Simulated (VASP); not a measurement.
Input of a VASP 6.6.1 run:

The input POSCAR:

```
BaTiO3
1.0
    3.9720350377      0.0000000000      0.0000000000
    0.0000000000      3.9720350377      0.0000000000
    0.0000000000      0.0000000000      4.1130046808
Ba Ti O
1 1 3
Direct
    0.5000000000      0.5000000000      0.5850405720
    0.0000000000      0.0000000000      0.1031610780
    0.0000000000      0.5000000000      0.0629129854
    0.5000000000      0.0000000000      0.0629129854
    0.0000000000      0.0000000000      0.5459693693
```

File INCAR.step1:

```
PREC = Accurate ; ENCUT = 520
ISMEAR = -1 ; SIGMA = 0.02
LREAL = F ; LASPH = T
NELM = 80 ; NBANDS = 28
GGA = PE ; ALGO = Normal
EDIFF = 1E-4 ; LWAVE = T
LCHARG = F
```

Contents of INCAR.step2:

```
PREC = Accurate ; ENCUT = 520
EDIFF = 1E-6 ; ISMEAR = -1
SIGMA = 0.02 ; LREAL = F
LASPH = T ; NELM = 80
ALGO = Normal ; ISIF = 2
LWAVE = F ; LCHARG = F
METAGGA = R2SCAN ; LMIXTAU = T
NBANDS = 28 ; ISTART = 1
```

The input KPOINTS:

```
Automatic mesh
0
Gamma
  6 6 6
```

Potentials or basis: VASP PAW PBE potentials, release 64 (Ba_sv, Ti_sv, O).

Run with:

```console
$ cat potpaw_PBE.64/Ba_sv/POTCAR potpaw_PBE.64/Ti_sv/POTCAR potpaw_PBE.64/O/POTCAR > POTCAR
$ cp INCAR.step1 INCAR
$ mpirun -np 1 vasp_std > vasp.out
$ cp INCAR.step2 INCAR
$ mpirun -np 1 vasp_std > vasp.out
```

Predict the largest force.

0.167 eV/Å.

Estimate the band gap on the k mesh.

2.21 eV, indirect (least direct gap 2.71 eV).

Stress tensor (GPa, compression positive):
```
1.89 0.00 0.00
0.00 1.89 0.00
0.00 0.00 2.05
```

Caveat: the PAW data sets were made with another functional, which shifts forces and pressure a little; spin-orbit coupling is left out, which moves the levels of the heavy elements. A k mesh can miss the band edges.
